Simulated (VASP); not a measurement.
# SiC (P6_3mc) in VASP: notebook, part 2 of 2

VASP 6.6.1. The steps go on from the part before.

### 3 Electric field gradients, PBEsol (10.24 Å³/atom)

This run uses another cell than the first one, of 10.24 Å³/atom.

Input file INCAR:

```
  PREC = Accurate
  ENCUT = 520
  EDIFF = 1E-8
  ISMEAR = -1
  SIGMA = 0.08
  LREAL = False
  LASPH = True
  NELM = 60
  ALGO = Normal
  ISIF = 2
  LWAVE = False
  LCHARG = False
  GGA = PS
  LEFG = True
  NBANDS = 16
```

Input file KPOINTS:

```
Automatic mesh
0
Gamma
  15 15 8
```

Input file POSCAR:

```
SiC
1.0
    3.0657105101      0.0000000000      0.0000000000
   -1.5328552551      2.6549831825      0.0000000000
    0.0000000000      0.0000000000      5.0311169308
Si C
2 2
Direct
    0.3333333333      0.6666666667      0.0000000000
    0.6666666667      0.3333333333      0.5000000000
    0.3333333333      0.6666666667      0.3850000000
    0.6666666667      0.3333333333      0.8850000000
```

Potentials or basis: VASP PAW PBE potentials, release 64 (Si, C).

Run with:

```bash
> cat potpaw_PBE.64/Si/POTCAR potpaw_PBE.64/C/POTCAR > POTCAR
> mpirun -np 1 vasp_std > vasp.out
```

OUTCAR:

```text
PREC = Accurate
   ENCUT = 520
   EDIFF = 1E-8
   ISMEAR = -1
   LREAL = False
   LASPH = True
   NELM = 60
   ISIF = 2
   GGA = PS

 ion  position               nearest neighbor table
   1  0.333  0.667  0.000-   4 1.86   4 1.86   4 1.86   3 1.94   2 3.08   2 3.08   2 3.08   2 3.08
                             2 3.08   2 3.08
   2  0.667  0.333  0.500-   3 1.86   3 1.86   3 1.86   4 1.94   1 3.08   1 3.08   1 3.08   1 3.08
                             1 3.08   1 3.08
   3  0.333  0.667  0.385-   2 1.86   2 1.86   2 1.86   1 1.94
   4  0.667  0.333  0.885-   1 1.86   1 1.86   1 1.86   2 1.94

  LATTYP: Found a hexagonal cell.
 ALAT       =     3.0657105101
 C/A-ratio  =     1.6410932846

  Lattice vectors:

 A1 = (   3.0657105101,   0.0000000000,   0.0000000000)
 A2 = (  -1.5328552551,   2.6549831825,   0.0000000000)
 A3 = (   0.0000000000,   0.0000000000,   5.0311169308)

Analysis of symmetry for initial positions (statically):
=====================================================================
 Subroutine PRICEL returns:
 Original cell was already a primitive cell.

 Routine SETGRP: Setting up the symmetry group for a
 hexagonal supercell.
[... 660 lines left out ...]
      1.53286      0.88499      2.51556        -0.000000     -0.000000      0.767125
     -0.00000      1.76999      1.93698         0.000000     -0.000000     -0.767125
      1.53286      0.88499      4.45254        -0.000000      0.000000     -0.767125
 -----------------------------------------------------------------------------------
    total drift:                                0.000000      0.000000     -0.000094

  FREE ENERGIE OF THE ION-ELECTRON SYSTEM (eV)
  ---------------------------------------------------
  free  energy   TOTEN  =       -31.7814569968 eV

  energy  without entropy=      -31.7814569789  energy(sigma->0) =      -31.78145699

 Electric field gradients (V/A^2)
---------------------------------------------------------------------
 ion       V_xx      V_yy      V_zz      V_xy      V_xz      V_yz
---------------------------------------------------------------------
   1      -8.676    -8.676    17.352    -0.000     0.000    -0.000
   2      -8.676    -8.676    17.352    -0.000    -0.000     0.000
   3      -1.512    -1.512     3.024    -0.000    -0.000     0.000
   4      -1.512    -1.512     3.024    -0.000     0.000    -0.000
---------------------------------------------------------------------

 Electric field gradients after diagonalization (V/A^2)
 (convention: |V_zz| > |V_xx| > |V_yy|)
----------------------------------------------------------------------
 ion       V_xx      V_yy      V_zz     asymmetry (V_yy - V_xx)/ V_zz
----------------------------------------------------------------------
   1      -8.676    -8.676    17.352       0.000
   2      -8.676    -8.676    17.352       0.000
   3      -1.512    -1.512     3.024       0.000
   4      -1.512    -1.512     3.024       0.000
----------------------------------------------------------------------

           NMR quadrupolar parameters

 Cq : quadrupolar parameter    Cq=e*Q*V_zz/h
 eta: asymmetry parameters     (V_yy - V_xx)/ V_zz
 Q  : nuclear electric quadrupole moment in mb (millibarn)
----------------------------------------------------------------------
 ion       Cq(MHz)       eta       Q (mb)
----------------------------------------------------------------------
   1       0.042       0.000       1.000
   2       0.042       0.000       1.000
   3       0.007       0.000       1.000
   4       0.007       0.000       1.000
----------------------------------------------------------------------
```

OSZICAR:

```text
N       E                     dE             d eps       ncg     rms          rms(c)
DAV:   1     0.237588772047E+02    0.23759E+02   -0.71522E+03  4320   0.896E+02
DAV:   2    -0.329596421688E+02   -0.56719E+02   -0.51628E+02  6096   0.158E+02
DAV:   3    -0.354487677225E+02   -0.24891E+01   -0.24797E+01  5632   0.305E+01
DAV:   4    -0.354665801231E+02   -0.17812E-01   -0.17809E-01  5336   0.316E+00
DAV:   5    -0.354667517706E+02   -0.17165E-03   -0.17164E-03  5536   0.292E-01    0.126E+01
DAV:   6    -0.319234855264E+02    0.35433E+01   -0.60583E+00  5504   0.151E+01    0.578E+00
DAV:   7    -0.318136280727E+02    0.10986E+00   -0.10681E+00  6168   0.605E+00    0.244E+00
DAV:   8    -0.317848029549E+02    0.28825E-01   -0.55129E-02  5032   0.143E+00    0.594E-01
DAV:   9    -0.317813052130E+02    0.34977E-02   -0.69619E-03  5616   0.562E-01    0.112E-01
DAV:  10    -0.317814499708E+02   -0.14476E-03   -0.68201E-04  5200   0.155E-01    0.529E-02
DAV:  11    -0.317814569053E+02   -0.69345E-05   -0.34931E-05  5528   0.437E-02    0.113E-02
DAV:  12    -0.317814569439E+02   -0.38527E-07   -0.32872E-06  5288   0.117E-02    0.390E-03
DAV:  13    -0.317814570044E+02   -0.60500E-07   -0.67874E-07  5696   0.509E-03    0.226E-03
DAV:  14    -0.317814569859E+02    0.18484E-07   -0.50797E-08  5168   0.153E-03    0.973E-04
DAV:  15    -0.317814569976E+02   -0.11745E-07   -0.69906E-09  3168   0.534E-04    0.306E-04
DAV:  16    -0.317814569968E+02    0.85493E-09   -0.17000E-09  2648   0.274E-04
   1 F= -.31781457E+02 E0= -.31781457E+02  d E =-.178890E-07
```

Wall time 98 s (1 thread of Intel Xeon 8259CL, shared host); peak memory 0.2 GiB.

What came out:

* Free energy: -31.7815 eV
* Pressure: 2.9 GPa
* Largest force: 0.767 eV/Å
* Band gap on the k mesh: 2.14 eV (least direct gap 3.99 eV)
* Largest electric field gradient by atom: Si +17.4; C +3.0 V/Å²

Forces on the atoms (eV/Å):
```
Si   0.000  0.000  0.767
Si   0.000  0.000  0.767
C    0.000  0.000 -0.767
C    0.000  0.000 -0.767
```

Levels at points of the mesh, in eV from the valence-band top:
```csv
k point,band 4,band 5,band 6,band 7,band 8,band 9,band 10,band 11,band 12,band 13
"(0.00, 0.00, 0.00)",-1.56,-1.56,-0.27,-0.27,0.00,4.66,6.08,6.49,6.49,7.58
"(0.00, 0.00, 0.50)",-4.50,-0.97,-0.97,-0.97,-0.97,5.74,5.74,7.15,7.15,7.15
```

Electric field gradients, principal values (V/Å²):
| atom | least | middle | greatest (by size) |
| --- | --- | --- | --- |
| 1 Si | -8.676 | -8.676 | 17.352 |
| 2 Si | -8.676 | -8.676 | 17.352 |
| 3 C | -1.512 | -1.512 | 3.024 |
| 4 C | -1.512 | -1.512 | 3.024 |

Caveat: without QUAD_EFG the Cq values of the log hold for a quadrupole moment of 1 mb, not for the nuclei; the PAW data sets were made with another functional, which shifts forces and pressure a little; an odd mesh through Γ misses points on the zone boundary, where band edges can lie.
